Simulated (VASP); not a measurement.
# Sb: single point with PBE

The system is Sb.

```
Sb
1.0
     0.00000    2.37124    2.37124
     2.37124    0.00000    2.37124
     2.37124    2.37124    0.00000
Sb
1
Direct
  0.00000 0.00000 0.00000
```

```yaml
Program: VASP 6.6.1
Task: single point
Functional: PBE
Potentials_or_basis: VASP PAW PBE potentials, release 64 (Sb)
Cutoff: 520 eV
k_mesh: 10 × 10 × 10
Occupations: fermi-dirac, width 0.05 eV
Spin: no spin polarisation
Dipole_correction: no
Further_INCAR_settings: ALGO = Normal; EDIFF = 1e-06; NBANDS = 8
```

The pressure is 1.7 GPa.

Levels at points of the mesh, in eV from the Fermi level:
| k point | band 1 | band 2 | band 3 | band 4 | band 5 | band 6 |
| --- | --- | --- | --- | --- | --- | --- |
| (0.00, 0.00, 0.00) | -12.98 | 5.42 | 5.42 | 5.42 | 10.01 | 10.01 |
| (0.50, 0.00, 0.00) | -9.17 | -5.85 | 3.70 | 3.70 | 8.26 | 9.15 |
| (0.50, 0.50, 0.00) | -7.52 | -4.95 | 0.41 | 0.41 | 4.18 | 4.63 |

Run time: 10 s on 1 thread of AMD EPYC 7R43 64-Core Processor (Zen 3), with other jobs on the host, peak memory 0.12 GiB.

Caveat: spin-orbit coupling is left out, which moves the levels of the heavy elements.
